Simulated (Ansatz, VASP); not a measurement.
## One calculation of LiFeBi3, two programs

```
Li Fe Bi
1.0
     5.13114    0.00000    0.00000
     0.00000    5.13114    0.00000
     0.00000    0.00000    5.13114
Li Fe Bi
1 1 3
Cartesian
  2.5656 2.5656 2.5656
  0.0000 0.0000 0.0000
  0.0000 2.5656 2.5656
  2.5656 0.0000 2.5656
  2.5656 2.5656 0.0000
```

Alike in both runs: functional PBE; k mesh 4 × 4 × 4; occupations gaussian, width 0.1 eV; collinear spin.

Ansatz relaxed the structure, and its values are those at the end. VASP's run is a single point on that final structure, the one shown.

```csv
,VASP,Ansatz
version,VASP 6.6.1,Ansatz 0.2.0
potentials or method,"VASP PAW PBE potentials, release 64 (Li_sv, Fe, Bi_d), cutoff 520 eV","scalar-relativistic, plane waves, PAW"
valence electrons in the cell,56,64
```

Ansatz gave:

* gap on the k mesh at the Fermi level (eV): none
* net moment per atom (μB): 0.68
* size of the moment on the site where the two differ most (μB): 3.39

Question: Which values does VASP return?

Answer: gap on the k mesh at the Fermi level (eV): none; net moment per atom (μB): 0.67; size of the moment on the site where the two differ most (μB): 3.26.

Site moments also hang on the region over which each program counts them. A gap of «none» marks a metal or a gap that the smearing closes. VASP's potentials hold 56 valence electrons a cell and Ansatz's 64, so a difference there can come from the potentials and not from the codes.

Spin-orbit coupling is off throughout. Noted on VASP's run: the cutoff is short for stress, so the pressure is rough.
